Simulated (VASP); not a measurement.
A run of VASP 6.6.1 is set up as follows.

The input INCAR:

```
SYSTEM = BN
ALGO = Normal
EDIFF = 1E-7
EDIFFG = -0.005
ENCUT = 600
GGA = PE
GGA_COMPAT = .False.
IBRION = 2
ISIF = 3
ISMEAR = 0
IVDW = 12
LASPH = .True.
LCHARG = .False.
LREAL = .False.
LWAVE = .False.
NELM = 120
NELMIN = 4
NSW = 70
PREC = Accurate
SIGMA = 0.02
```

Contents of KPOINTS:

```
k-points
0
Gamma
  12 12 12
  0 0 0
```

The input POSCAR:

```
BN
1.0
    0.0000000000      1.8123266330      1.8123266330
    1.8123266330      0.0000000000      1.8123266330
    1.8123266330      1.8123266330      0.0000000000
B N
1 1
Direct
    0.0000000000      0.0000000000      0.0000000000
    0.2500000000      0.2500000000      0.2500000000
```

Potentials or basis: VASP PAW PBE potentials, release 64 (B, N).

Run with:

```bash
$ cat potpaw_PBE.64/B/POTCAR potpaw_PBE.64/N/POTCAR > POTCAR
$ mpirun -np 1 vasp_std > vasp.out
```

(1) What does it give for the space group after relaxing (to 0.05 Å)?

(2) What does it give for the band gap on the k mesh?

Answers

(1) F-43m (No. 216).

(2) 4.47 eV, indirect (least direct gap 8.85 eV).
